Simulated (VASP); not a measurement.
Input of a VASP 6.6.1 run:

File POSCAR:

```
Mg3SnO
1.0
    4.3451295609      0.0000000000      0.0000000000
    0.0000000000      4.3451295609      0.0000000000
    0.0000000000      0.0000000000      4.3451295609
Sn O Mg
1 1 3
Direct
    0.0000000000      0.0000000000      0.0000000000
    0.5000000000      0.5000000000      0.5000000000
    0.5000000000      0.5000000000      0.0000000000
    0.5000000000      0.0000000000      0.5000000000
    0.0000000000      0.5000000000      0.5000000000
```

Contents of INCAR.step1:

```
SYSTEM = Mg3SnO
ALGO = Normal
EDIFF = 1E-4
ENCUT = 520
GGA = PE
ISMEAR = -1
LASPH = .True.
LCHARG = .False.
LREAL = .False.
LWAVE = .True.
NBANDS = 21
NELM = 100
PREC = Accurate
SIGMA = 0.02
```

INCAR.step2

```
SYSTEM = Mg3SnO
ALGO = Normal
EDIFF = 1E-6
ENCUT = 520
ISIF = 2
ISMEAR = -1
ISTART = 1
LASPH = .True.
LCHARG = .False.
LMIXTAU = .True.
LREAL = .False.
LWAVE = .False.
METAGGA = R2SCAN
NBANDS = 21
NELM = 100
PREC = Accurate
SIGMA = 0.02
```

Contents of KPOINTS:

```
k-points
0
Gamma
  6 6 6
  0 0 0
```

Potentials or basis: VASP PAW PBE potentials, release 64 (Sn_d, O, Mg).

Run with:

```console
$ cat potpaw_PBE.64/Sn_d/POTCAR potpaw_PBE.64/O/POTCAR potpaw_PBE.64/Mg/POTCAR > POTCAR
$ cp INCAR.step1 INCAR
$ mpirun -np 1 vasp_std > vasp.out
$ cp INCAR.step2 INCAR
$ mpirun -np 1 vasp_std > vasp.out
```

Question: Estimate the pressure.

Answer: -0.5 GPa.

Question: What does it give for the band gap on the k mesh?

Answer: Zero (band 13 reaches 6.24 eV, above the bottom of band 14 at 6.23 eV).

Caveat: the PAW data sets were made with another functional, which shifts forces and pressure a little; spin-orbit coupling is left out, which moves the levels of the heavy elements.
